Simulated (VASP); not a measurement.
# YAl3N4 (Pm-3m) in VASP: further runs, part 2 of 2

VASP 6.6.1. The steps go on from the part before.

### 3 Single point, PBE

This run uses another cell than the first one, of 13.97 Å³/atom.

The input, INCAR:

```
SYSTEM = YAl3N4
ALGO = Normal ; EDIFF = 1E-6
ENCUT = 520 ; GGA = PE
ISIF = 2 ; ISMEAR = 0
LASPH = .TRUE. ; LCHARG = .TRUE.
LELF = .TRUE. ; LREAL = .FALSE.
LVHAR = .TRUE. ; LWAVE = .FALSE.
NBANDS = 30 ; NELM = 80
PREC = Accurate ; SIGMA = 0.1
```

The input, KPOINTS:

```
k-points
0
G
  4 4 4
  0 0 0
```

The input, POSCAR:

```
YAl3N4
1.0
    4.8166802000      0.0000000000      0.0000000000
    0.0000000000      4.8166802000      0.0000000000
    0.0000000000      0.0000000000      4.8166802000
Y Al N
1 3 4
Direct
    0.5000000000      0.5000000000      0.5000000000
    0.0000000000      0.0000000000      0.5000000000
    0.5000000000      0.0000000000      0.0000000000
    0.0000000000      0.5000000000      0.0000000000
    0.5000000000      0.5000000000      0.0000000000
    0.0000000000      0.5000000000      0.5000000000
    0.5000000000      0.0000000000      0.5000000000
    0.0000000000      0.0000000000      0.0000000000
```

Potentials or basis: VASP PAW PBE potentials, release 64 (Y_sv, Al, N).

Launch:

```sh
> cat potpaw_PBE.64/Y_sv/POTCAR potpaw_PBE.64/Al/POTCAR potpaw_PBE.64/N/POTCAR > POTCAR
> mpirun -np 1 vasp_std > vasp.out
```

It took 1.7 min on 1 thread of Intel Xeon 8259CL, shared host; peak memory 0.22 GiB.

Results (log left out):

- Free energy: -54.9125 eV
- Pressure: -30.3 GPa
- Band gap on the k mesh: zero (filled and empty bands touch)

Levels at points of the mesh, in eV from the Fermi level:
| k point | band 16 | band 17 | band 18 | band 19 | band 20 | band 21 | band 22 | band 23 | band 24 | band 25 |
| --- | --- | --- | --- | --- | --- | --- | --- | --- | --- | --- |
| (0.00, 0.00, 0.00) | -1.19 | -1.19 | -0.48 | -0.01 | -0.01 | -0.01 | 0.05 | 0.05 | 2.86 | 2.86 |
| (0.50, 0.00, 0.00) | -2.41 | -1.51 | -1.51 | -0.30 | -0.30 | 2.61 | 2.72 | 3.22 | 3.25 | 5.15 |
| (0.50, 0.50, 0.00) | -2.12 | -0.88 | -0.86 | -0.86 | -0.69 | 4.20 | 4.33 | 4.49 | 4.49 | 4.49 |
| (0.50, 0.50, 0.50) | -1.00 | -1.00 | -0.82 | -0.82 | -0.82 | 2.71 | 3.37 | 3.37 | 3.37 | 5.87 |

Caveat: the cell stands under tension; semilocal functionals underestimate gaps, and a narrow one can read as zero.

### 4 Single point, PBE

The input, INCAR:

```
SYSTEM = YAl3N4
  PREC = Accurate
  ENCUT = 520
  EDIFF = 1E-7
  ISMEAR = 0
  SIGMA = 0.02
  LREAL = .False.
  LASPH = .True.
  NELM = 100
  ALGO = Normal
  ISIF = 2
  LWAVE = .False.
  LCHARG = .False.
  GGA = PE
  NBANDS = 30
```

The input, KPOINTS:

```
Automatic mesh
0
Gamma
  6 6 6
  0 0 0
```

Edit POSCAR of step 3 so:

```diff
@@ -2,5 +2,5 @@
 1.0
-    4.8166802000      0.0000000000      0.0000000000
-    0.0000000000      4.8166802000      0.0000000000
-    0.0000000000      0.0000000000      4.8166802000
+    4.3869337122      0.0000000000      0.0000000000
+    0.0000000000      4.3869337122      0.0000000000
+    0.0000000000      0.0000000000      4.3869337122
 Y Al N
```

Launch:

```sh
> cat potpaw_PBE.64/Y_sv/POTCAR potpaw_PBE.64/Al/POTCAR potpaw_PBE.64/N/POTCAR > POTCAR
> mpirun -np 1 vasp_std > vasp.out
```

Wall time 2.2 min (1 thread of Intel Xeon 8259CL, shared host); peak memory 0.24 GiB.

It converged, with:

```yaml
Free_energy: -58.2697 eV
Pressure: -0.3 GPa
Band_gap_on_the_k_mesh: 1.37 eV
```

Levels at points of the mesh, in eV from the valence-band top:
| k point | band 18 | band 19 | band 20 | band 21 | band 22 | band 23 |
| --- | --- | --- | --- | --- | --- | --- |
| (0.00, 0.00, 0.00) | 0.00 | 0.00 | 0.00 | 1.37 | 1.37 | 1.49 |
| (0.50, 0.00, 0.00) | -2.41 | -0.24 | -0.24 | 2.90 | 4.29 | 4.31 |
| (0.50, 0.50, 0.00) | -1.64 | -1.64 | -0.57 | 5.28 | 5.64 | 5.99 |
| (0.50, 0.50, 0.50) | -1.63 | -1.63 | -1.63 | 3.45 | 4.17 | 4.17 |

### 5 Relaxation of cell and atoms, PBE

This run uses another cell than the first one, of 13.97 Å³/atom.

The input, INCAR:

```
ALGO = Normal
EDIFF = 1E-7
EDIFFG = -0.04
ENCUT = 600
GGA = PE
IBRION = 2
ISIF = 3
ISMEAR = 0
LASPH = True
LCHARG = False
LREAL = False
LWAVE = False
NELM = 80
NSW = 90
PREC = Accurate
SIGMA = 0.1
```

The input, KPOINTS:

```
k-points
0
Gamma
  4 4 4
```

Edit POSCAR of step 4 so:

```diff
@@ -2,5 +2,5 @@
 1.0
-    4.3869337122      0.0000000000      0.0000000000
-    0.0000000000      4.3869337122      0.0000000000
-    0.0000000000      0.0000000000      4.3869337122
+    4.8166802000      0.0000000000      0.0000000000
+    0.0000000000      4.8166802000      0.0000000000
+    0.0000000000      0.0000000000      4.8166802000
 Y Al N
```

Launch:

```sh
> cat potpaw_PBE.64/Y_sv/POTCAR potpaw_PBE.64/Al/POTCAR potpaw_PBE.64/N/POTCAR > POTCAR
> mpirun -np 1 vasp_std > vasp.out
```

It took 2.9 min on 1 thread of Intel Xeon 8259CL, shared host; peak memory 0.28 GiB.

It converged, with:

```yaml
Free_energy: -58.3011 eV
Relaxed_volume: 10.55 Å³/atom
Relaxed_cell: a = 4.387 Å, b = 4.387 Å, c = 4.387 Å, α = 90.00°, β = 90.00°, γ = 90.00°
Space_group_after_relaxing_to_0.1_Å: Pm-3m (No. 221)
Energy_gained_by_relaxing: 422.7 meV/atom
Ionic_steps: 3
Pressure_after_relaxing: -0.4 GPa
Band_gap_on_the_k_mesh: 1.37 eV
```

The path:
```tsv
step	energy change (eV)	largest force (eV/Å)	pressure (GPa)	volume (Å³)
1	0.0000	0.0000	-30.37	111.75
2	-2.4402	0.0000	33.40	74.16
3	-3.3819	0.0000	-0.39	84.41
```

Final structure:
```
Y Al N
1.0
     4.38666    0.00000    0.00000
     0.00000    4.38666    0.00000
     0.00000    0.00000    4.38666
Y Al N
1 3 4
Cartesian
  2.1933 2.1933 2.1933
  0.0000 0.0000 2.1933
  2.1933 0.0000 0.0000
  0.0000 2.1933 0.0000
  2.1933 2.1933 0.0000
  0.0000 2.1933 2.1933
  2.1933 0.0000 2.1933
  0.0000 0.0000 0.0000
```

Levels at points of the mesh, in eV from the valence-band top:
```csv
k point,band 16,band 17,band 18,band 19,band 20,band 21,band 22,band 23,band 24,band 25
"(0.00, 0.00, 0.00)",-1.72,-1.72,0.00,0.00,0.00,1.37,1.37,1.49,2.26,2.26
"(0.50, 0.00, 0.00)",-3.34,-2.42,-2.42,-0.24,-0.24,2.90,4.29,4.31,4.78,5.85
"(0.50, 0.50, 0.00)",-3.26,-1.69,-1.64,-1.64,-0.57,5.28,5.64,5.98,5.98,6.50
"(0.50, 0.50, 0.50)",-1.88,-1.88,-1.63,-1.63,-1.63,3.45,4.17,4.17,4.17,7.73
```

Caveat: the volume moved by over 15 % at a fixed basis, so the end points are rough.

### 6 Overview

```csv
task,cell,k mesh,cutoff (eV),smearing,gap on the mesh (eV),pressure (GPa)
single point,"a = 4.387 Å, 8 atoms",4 × 4 × 4,520,gaussian 0.1 eV,1.37,-0.3
single point,"a = 4.817 Å, 8 atoms",4 × 4 × 4,520,gaussian 0.1 eV,none,-30.3
single point,"a = 4.387 Å, 8 atoms",6 × 6 × 6,520,gaussian 0.02 eV,1.37,-0.3
relaxation of cell and atoms,"relaxed from a = 4.817 Å, 8 atoms",4 × 4 × 4,600,gaussian 0.1 eV,1.37,-0.4
```

Alike in all rows: level PBE; potentials or basis VASP PAW PBE potentials, release 64 (Y_sv, Al, N); no spin polarisation.

Caveats: the cell stands under tension (at least some runs); semilocal functionals underestimate gaps, and a narrow one can read as zero (at least some runs); the volume moved by over 15 % at a fixed basis, so the end points are rough (at least some runs).

Absolute energies hang on the potentials; compare differences alone.
